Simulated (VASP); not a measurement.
# Br (Immm) in VASP: settings compared

Br is run at these levels: PBE, revPBE; tasks: single point.

Program: VASP 6.6.1. These are calculated values, not measurements. Logs are shortened: lines on timing, memory, paths and dates and some standing lists are left out, and cuts for length are marked.

## Step 1: The cell of the first run

Symmetry: Immm, No. 71, orthorhombic system. The conventional cell has a = 2.574 Å, b = 3.440 Å, c = 7.156 Å, α = 90.00°, β = 90.00°, γ = 90.00°. Within 3.4 Å of Br (site symmetry mmm) lie 2 Br at 2.57 Å.

## Step 2: Single point, PBE

INCAR

```
SYSTEM = Br
PREC = Accurate
ENCUT = 520
EDIFF = 1E-7
ISMEAR = 0
SIGMA = 0.1
LREAL = .FALSE.
LASPH = .TRUE.
NELM = 80
ALGO = Normal
ISIF = 2
LWAVE = .FALSE.
LCHARG = .FALSE.
GGA = PE
NBANDS = 10
```

KPOINTS

```
regular mesh
0
G
  8 8 8
  0 0 0
```

POSCAR

```
Br
1.0
   -1.2867684050      1.7199972000      3.5779911600
    1.2867684050     -1.7199972000      3.5779911600
    1.2867684050      1.7199972000     -3.5779911600
Br
1
Direct
    0.0000000000      0.0000000000      0.0000000000
```

Potentials or basis: VASP PAW PBE potentials, release 64 (Br).

On the command line:

```console
$ cat potpaw_PBE.64/Br/POTCAR > POTCAR
$ mpirun -np 1 vasp_std > vasp.out
```

OUTCAR:

```text
SYSTEM = Br
   PREC = Accurate
   ENCUT = 520
   EDIFF = 1E-7
   ISMEAR = 0
   LREAL = .FALSE.
   LASPH = .TRUE.
   NELM = 80
   ISIF = 2
   GGA = PE

 ion  position               nearest neighbor table
   1  0.000  0.000  0.000-

  LATTYP: Found a body centered orthorhombic cell.
 ALAT       =     2.5735368100
 B/A-ratio  =     1.3366796957
 C/A-ratio  =     2.7806022794

  Lattice vectors:

 A1 = (  -1.2867684050,   1.7199972000,   3.5779911600)
 A2 = (   1.2867684050,  -1.7199972000,   3.5779911600)
 A3 = (   1.2867684050,   1.7199972000,  -3.5779911600)

Analysis of symmetry for initial positions (statically):
=====================================================================
 Subroutine PRICEL returns:
 Original cell was already a primitive cell.

 Routine SETGRP: Setting up the symmetry group for a
 body centered orthorhombic supercell.

 Subroutine GETGRP returns: Found  8 space group operations
 (whereof  8 operations were pure point group operations)
 out of a pool of  8 trial point group operations.

The static configuration has the point symmetry D_2h.

Analysis of symmetry for dynamics (positions and initial velocities):
=====================================================================
 Subroutine PRICEL returns:
 Original cell was already a primitive cell.

 Routine SETGRP: Setting up the symmetry group for a
 body centered orthorhombic supercell.

 Subroutine GETGRP returns: Found  8 space group operations
 (whereof  8 operations were pure point group operations)
 out of a pool of  8 trial point group operations.

The dynamic configuration has the point symmetry D_2h.

 Subroutine INISYM returns: Found  8 space group operations
 (whereof  8 operations are pure point group operations),
 and found     1 'primitive' translations

----------------------------------------------------------------------------------------

                                     Primitive cell

  volume of cell :      31.6758

  direct lattice vectors                    reciprocal lattice vectors
    -1.286768405  1.719997200  3.577991160     0.000000000  0.290698148  0.139743218
     1.286768405 -1.719997200  3.577991160     0.388570312  0.000000000  0.139743218
     1.286768405  1.719997200 -3.577991160     0.388570312  0.290698148  0.000000000

  length of vectors
     4.173270185  4.173270185  4.173270185     0.322542370  0.412934685  0.485275489

  position of ions in fractional coordinates (direct lattice)
     0.000000000  0.000000000  0.000000000

  ion indices of the primitive-cell ions
   primitive index   ion index
                 1           1

----------------------------------------------------------------------------------------

 KPOINTS: regular mesh

Automatic generation of k-mesh.
 Grid dimensions read from file:
 generate k-points for:    8    8    8

 Generating k-lattice:

  Cartesian coordinates                     Fractional coordinates (reciprocal lattice)
     0.000000000  0.036337268  0.017467902     0.125000000  0.000000000  0.000000000
     0.048571289  0.000000000  0.017467902     0.000000000  0.125000000 -0.000000000
     0.048571289  0.036337268  0.000000000     0.000000000 -0.000000000  0.125000000

  Length of vectors
     0.040317796  0.051616836  0.060659436

  Shift w.r.t. Gamma in fractional coordinates (k-lattice)
     0.000000000  0.000000000  0.000000000

 Subroutine IBZKPT returns following result:
 ===========================================

 Found     95 irreducible k-points:

 Following reciprocal coordinates:
            Coordinates               Weight
  0.000000  0.000000  0.000000      1.000000
  0.125000  0.000000 -0.000000      4.000000
  0.250000  0.000000 -0.000000      4.000000
  0.375000  0.000000 -0.000000      4.000000
  0.500000  0.000000 -0.000000      2.000000
  0.000000  0.125000 -0.000000      4.000000
[... 16 lines left out ...]
  0.125000  0.375000  0.000000      8.000000
  0.250000  0.375000  0.000000      8.000000
 [... further k-points ...]
   k-points           NKPTS =     95   k-points in BZ     NKDIM =     95   number of bands    NBANDS=     10
   number of dos      NEDOS =    301   number of ions     NIONS =      1
   total plane-waves  NPLWV =  32768
   dimension x,y,z NGX =    32 NGY =   32 NGZ =   32
   dimension x,y,z NGXF=    64 NGYF=   64 NGZF=   64
   ions per type =               1
   NGX,Y,Z   is equivalent  to a cutoff of  12.75, 12.75, 12.75 a.u.
   NGXF,Y,Z  is equivalent  to a cutoff of  25.49, 25.49, 25.49 a.u.
 SYSTEM =  Br
   PREC   = accura    normal or accurate (medium, high low for compatibility)
   ISTART =      0    job   : 0-new  1-cont  2-samecut
   ICHARG =      2    charge: 1-file 2-atom 10-const
   ISPIN  =      1    spin polarized calculation?
   LNONCOLLINEAR =      F non collinear calculations
   LSORBIT =      F    spin-orbit coupling
   LASPH  =      T    aspherical Exc in radial PAW
   ENCUT  =  520.0 eV  38.22 Ry    6.18 a.u.   7.76  7.76  7.76*2*pi/ulx,y,z
   NELM   =     80;   NELMIN=  2; NELMDL= -5     # of ELM steps
   EDIFF  = 0.1E-06   stopping-criterion for ELM
   LREAL  =      F    real-space projection
   EDIFFG = 0.1E-05   stopping-criterion for IOM
   NSW    =      0    number of steps for IOM
   IBRION =     -1    ionic relax: 0-MD 1-quasi-New 2-CG
   NFREE  =      0    steps in history (QN), initial steepest desc. (CG)
   ISIF   =      2    stress and relaxation
   ISYM   =      2    0-nonsym 1-usesym 2-fastsym
   POTIM  = 0.5000    time-step for ionic-motion
   TEBEG  =    0.0;   TEEND  =   0.0 temperature during run
   PSTRESS=    0.0 pullay stress
   NELECT =       7.0000    total number of electrons
   NUPDOWN=      -1.0000    fix difference up-down
   EMIN   =  10.00;   EMAX   =-10.00  energy-range for DOS
   EFERMI =   0.00;   METHOD = LEGACY
   ISMEAR =     0;   SIGMA  =   0.10  broadening in eV -4-tet -1-fermi 0-gaus
   EFERMI_NEDOS =   21; number of points for ismear=-14 and -15
   IALGO  =     38    algorithm
   IMIX   =      4    mixing-type and parameters
     AMIX     =   0.40;   BMIX     =  1.00
     AMIX_MAG =   1.60;   BMIX_MAG =  1.00
  volume/ion in A,a.u.               =      31.68       213.76
  Fermi-wavevector in a.u.,A,eV,Ry     =   0.989764  1.870383 13.328717  0.979633
  Thomas-Fermi vector in A             =   2.121386
   LORBIT       =      0    0 simple, 1 ext, 2 COOP (PROOUT), +10 PAW based schemes
   GGA     = PE    functional components
   LHFCALC =     F    Hartree Fock is set to
   AEXX    =    0.0000 exact exchange contribution
   IVDW    =     0    specifies the selected vdW correction
   LEPSILON=     F    determine dielectric tensor
   LRPA    =     F    only Hartree local field effects (RPA)
 non-spin polarized calculation
 Gauss-broadening in eV      SIGMA  =   0.10
  energy-cutoff  :      520.00
  volume of cell :       31.68
 maximum number of plane-waves:       870
   NGX = 15   NGY = 15   NGZ = 15

 number of electron       6.9999999 magnetization

 Free energy of the ion-electron system (eV)
  ---------------------------------------------------
  ext. energy  EPLUGINS =         0.00000000
  ---------------------------------------------------
  free energy    TOTEN  =        -1.59408142 eV

  energy without entropy =       -1.58932806  energy(sigma->0) =       -1.59170474

 E-fermi :   0.1692     XC(G=0):  -8.1820

 val. band max:        0.1616341182   @ k =   0.5000   0.5000  -0.0000
 cond. band min:       0.1921671461   @ k =   0.1250   0.3750   0.0000
 fundamental gap:      0.0305330279
 Fermi energy:         0.1692485513

 k-point     1 :       0.0000    0.0000    0.0000
  band No.  band energies     occupation
      1     -15.5633      2.00000
      2      -1.6683      2.00000
      3      -0.9338      2.00000
      4       4.2008      0.00000
      5       5.6420      0.00000
      6       9.5258      0.00000
      7      12.3160      0.00000
      8      13.2071      0.00000
      9      14.8180      0.00000
     10      20.3103      0.00000

 k-point     2 :       0.1250    0.0000   -0.0000
  band No.  band energies     occupation
      1     -15.4989      2.00000
      2      -1.7879      2.00000
      3      -1.4646      2.00000
      4       4.2223      0.00000
      5       6.2934      0.00000
      6      10.0172      0.00000
      7      11.1419      0.00000
      8      13.2592      0.00000
      9      16.9224      0.00000
     10      20.4879      0.00000

 k-point     3 :       0.2500    0.0000   -0.0000
  band No.  band energies     occupation
      1     -15.3367      2.00000
      2      -2.6980      2.00000
      3      -1.8236      2.00000
      4       4.2751      0.00000
      5       7.2166      0.00000
      6       9.8778      0.00000
      7      12.2790      0.00000
      8      13.4005      0.00000
      9      20.3530      0.00000
     10      20.8109      0.00000

 k-point     4 :       0.3750    0.0000   -0.0000
  band No.  band energies     occupation
      1     -15.1634      2.00000
      2      -3.6018      2.00000
      3      -1.9618      2.00000
      4       4.3293      0.00000
      5       6.9894      0.00000
      6      11.1967      0.00000
      7      13.4920      0.00000
      8      14.7049      0.00000
      9      18.4162      0.00000
     10      20.2869      0.00000
[... 222 lines left out ...]
 k-point    22 :       0.0000    0.3750    0.0000
  band No.  band energies     occupation
      1     -13.2784      2.00000
      2      -4.5057      2.00000
      3      -0.5156      2.00000
      4       0.6388      0.00000
      5       8.3634      0.00000
      6      10.6523      0.00000
      7      12.3795      0.00000
      8      12.8051      0.00000
      9      15.9037      0.00000
     10      16.6465      0.00000

 k-point    23 :       0.1250    0.3750    0.0000
  band No.  band energies     occupation
      1     -13.2034      2.00000
      2      -4.4799      2.00000
      3      -0.6862      2.00000
      4       0.1922      0.74585
      5       8.7177      0.00000
      6      10.6625      0.00000
      7      12.6126      0.00000
      8      12.7437      0.00000
      9      16.0592      0.00000
     10      17.3399      0.00000

 k-point    24 :       0.2500    0.3750    0.0000
  band No.  band energies     occupation
      1     -13.0601      2.00000
      2      -4.3687      2.00000
      3      -0.9161      2.00000
      4      -0.5157      2.00000
      5       9.1975      0.00000
      6       9.5326      0.00000
      7      12.3805      0.00000
      8      14.3906      0.00000
      9      16.0718      0.00000
     10      17.8377      0.00000

 [... further k-points ...]

------------------------ aborting loop because EDIFF is reached ----------------------------------------

  FORCE on cell =-STRESS in cart. coord.  units (eV):
  Direction    XX          YY          ZZ          XY          YZ          ZX
  --------------------------------------------------------------------------------------
  -------------------------------------------------------------------------------------
  Total        0.1900480      0.1660195      0.2255940      0.0000000      0.0000000      0.0000000
  in kB        9.6127247      8.3973512     11.4106593      0.0000000      0.0000000      0.0000000
  external PRESSURE =       9.8069117 kB  Pullay stress =       0.0000000 kB

 VOLUME and BASIS-vectors are now :
 -----------------------------------------------------------------------------
  energy-cutoff  :      520.00
  volume of cell :       31.68
      direct lattice vectors                 reciprocal lattice vectors
    -1.286768405  1.719997200  3.577991160     0.000000000  0.290698148  0.139743218
     1.286768405 -1.719997200  3.577991160     0.388570312  0.000000000  0.139743218
     1.286768405  1.719997200 -3.577991160     0.388570312  0.290698148  0.000000000

 POSITION                                       TOTAL-FORCE (eV/Angst)
 -----------------------------------------------------------------------------------
      0.00000      0.00000      0.00000         0.000000      0.000000      0.000000
 -----------------------------------------------------------------------------------
    total drift:                                0.000000      0.000000      0.000000

  FREE ENERGIE OF THE ION-ELECTRON SYSTEM (eV)
  ---------------------------------------------------
  free  energy   TOTEN  =        -1.5940814186 eV

  energy  without entropy=       -1.5893280598  energy(sigma->0) =       -1.59170474
```

Wall time 64 s (1 thread of AMD EPYC 7R13, shared host); peak memory 0.15 GiB.

What came out:

```
Free energy : -1.5941 eV
Pressure    : 1.0 GPa
```

Stress tensor (GPa, compression positive):
```
0.96 0.00 0.00
0.00 0.84 0.00
0.00 0.00 1.14
```

Levels at points of the mesh, in eV from the Fermi level:
```csv
k point,band 1,band 2,band 3,band 4,band 5,band 6,band 7,band 8
"(0.00, 0.00, 0.00)",-15.73,-1.84,-1.10,4.03,5.47,9.36,12.15,13.04
"(0.50, 0.00, 0.00)",-15.26,-4.11,-2.18,4.18,6.58,12.57,13.21,14.99
"(0.00, 0.50, 0.00)",-12.77,-5.99,-0.37,0.84,7.61,11.63,12.10,12.80
"(0.50, 0.50, 0.00)",-12.41,-5.61,-1.42,-0.01,6.68,8.66,13.67,14.69
"(0.50, 0.50, 0.50)",-15.53,-3.71,-1.34,3.93,7.36,11.57,12.45,16.03
```

Caveat: the k points lie up to 0.38 Å⁻¹ apart; an odd number of electrons without spin polarisation forces a metal; a magnetic or distorted state may lie lower.

## Step 3: Single point, PBE

INCAR

```
ALGO = Normal
EDIFF = 1E-6
ENCUT = 500
GGA = PE
GGA_COMPAT = False
ISIF = 2
ISMEAR = 0
LASPH = True
LCHARG = False
LREAL = False
LWAVE = False
NBANDS = 10
NELM = 120
PREC = Accurate
SIGMA = 0.1
```

KPOINTS

```
k-points
0
Gamma
  2 2 2
```

POSCAR is that of step 2.

Potentials or basis: VASP PAW PBE potentials, release 64 (Br).

On the command line:

```console
$ cat potpaw_PBE.64/Br/POTCAR > POTCAR
$ mpirun -np 1 vasp_std > vasp.out
```

It took 4 s on 1 thread of Intel Xeon 6975P-C (Granite Rapids), shared host; peak memory 0.15 GiB.

Results (log left out):

```yaml
Free_energy: -1.7214 eV
Pressure: 4.9 GPa
```

Stress tensor (GPa, compression positive):
```
-4.76  0.00  0.00
 0.00 15.78  0.00
 0.00  0.00  3.54
```

Levels at points of the mesh, in eV from the Fermi level:
```tsv
k point	band 1	band 2	band 3	band 4	band 5	band 6	band 7
(0.00, 0.00, 0.00)	-17.37	-3.47	-2.58	2.25	3.83	7.86	10.51
(0.50, 0.00, 0.00)	-16.91	-5.60	-3.80	2.40	4.96	11.02	11.38
(0.00, 0.50, 0.00)	-14.31	-7.89	-1.96	-0.57	5.88	9.89	10.65
(0.50, 0.50, 0.00)	-13.96	-7.53	-2.83	-1.59	5.06	6.92	12.04
(0.50, 0.50, 0.50)	-17.17	-5.35	-2.83	2.15	5.88	9.99	10.66
```

Caveat: the k points lie up to 1.52 Å⁻¹ apart; an odd number of electrons without spin polarisation forces a metal; a magnetic or distorted state may lie lower.

## Step 4: Single point, revPBE

INCAR

```
PREC = Accurate ; ENCUT = 500
EDIFF = 1E-6 ; ISMEAR = 1
SIGMA = 0.25 ; LREAL = False
LASPH = True ; NELM = 120
ALGO = Normal ; ISIF = 2
LWAVE = False ; LCHARG = False
GGA = RE ; ISYM = 0
NBANDS = 10 ; GGA_COMPAT = False
```

KPOINTS

```
Automatic mesh
0
Gamma
  2 2 2
  0.6 0.34 0.76
```

POSCAR is that of step 3.

Potentials or basis: VASP PAW PBE potentials, release 64 (Br).

On the command line:

```console
$ cat potpaw_PBE.64/Br/POTCAR > POTCAR
$ mpirun -np 1 vasp_std > vasp.out
```

OUTCAR:

```text
PREC = Accurate
   ENCUT = 500
   EDIFF = 1E-6
   ISMEAR = 1
   LREAL = False
   LASPH = True
   NELM = 120
   ISIF = 2
   GGA = RE
   ISYM = 0

 ion  position               nearest neighbor table
   1  0.000  0.000  0.000-

IMPORTANT INFORMATION: All symmetrisations will be switched off!
NOSYMM: (Re-)initialisation of all symmetry stuff for point group C_1.

----------------------------------------------------------------------------------------

                                     Primitive cell

  volume of cell :      31.6758

[... 448 lines left out ...]
      6       9.0570      0.00000
      7      12.0735      0.00000
      8      14.6622      0.00000
      9      16.7675      0.00000
     10      18.0976      0.00000

 [... further k-points ...]
[... 5 lines left out ...]
  --------------------------------------------------------------------------------------
  -------------------------------------------------------------------------------------
  Total       -0.8917990      0.7322274      0.1650125     -0.0000015     -0.0000009     -0.0000009
  in kB      -45.1076465     37.0364363      8.3464184     -0.0000757     -0.0000454     -0.0000447
  external PRESSURE =       0.0917361 kB  Pullay stress =       0.0000000 kB

 VOLUME and BASIS-vectors are now :
 -----------------------------------------------------------------------------
  energy-cutoff  :      500.00
  volume of cell :       31.68
      direct lattice vectors                 reciprocal lattice vectors
    -1.286768405  1.719997200  3.577991160     0.000000000  0.290698148  0.139743218
     1.286768405 -1.719997200  3.577991160     0.388570312  0.000000000  0.139743218
     1.286768405  1.719997200 -3.577991160     0.388570312  0.290698148  0.000000000

 POSITION                                       TOTAL-FORCE (eV/Angst)
 -----------------------------------------------------------------------------------
      0.00000      0.00000      0.00000        -0.000000     -0.000001     -0.000003
 -----------------------------------------------------------------------------------
    total drift:                               -0.000000     -0.000001     -0.000003

  FREE ENERGIE OF THE ION-ELECTRON SYSTEM (eV)
  ---------------------------------------------------
  free  energy   TOTEN  =        -1.8107282788 eV

  energy  without entropy=       -1.8154758753  energy(sigma->0) =       -1.81231081
```

Wall time 8.1 s (1 thread of Intel Xeon 6975P-C (Granite Rapids), shared host); peak memory 0.15 GiB.

What came out:

```
Free energy : -1.8107 eV
Pressure    : 0.0 GPa
```

Stress tensor (GPa, compression positive):
```
-4.51  0.00  0.00
 0.00  3.70  0.00
 0.00  0.00  0.83
```

Levels at points of the mesh, in eV from the Fermi level:
```
             k point  band 1  band 2  band 3  band 4  band 5  band 6  band 7
(-0.20, 0.17, -0.12)  -15.83   -3.47   -2.31    3.15    7.49    8.45   13.09
```

Caveat: the k points lie up to 1.52 Å⁻¹ apart; the PAW data sets were made with another functional, which shifts forces and pressure a little; an odd number of electrons without spin polarisation forces a metal; a magnetic or distorted state may lie lower.

## Step 5: The runs side by side

```tsv
level	k mesh	cutoff (eV)	smearing	gap on the mesh (eV)	pressure (GPa)
PBE	8 × 8 × 8	520	gaussian 0.1 eV	none	1.0
PBE	2 × 2 × 2	500	gaussian 0.1 eV	none	4.9
revPBE	2 × 2 × 2, shifted	500	methfessel-paxton 0.25 eV	none	0.0
```

Alike in all rows: task single point; potentials or basis VASP PAW PBE potentials, release 64 (Br); no spin polarisation; cell as given.

Caveats: all runs use coarse meshes; an odd number of electrons without spin polarisation forces a metal; a magnetic or distorted state may lie lower; the PAW data sets were made with another functional, which shifts forces and pressure a little (some runs).

Total energies depend on the potentials used, so only differences within one code and one set of settings carry meaning.
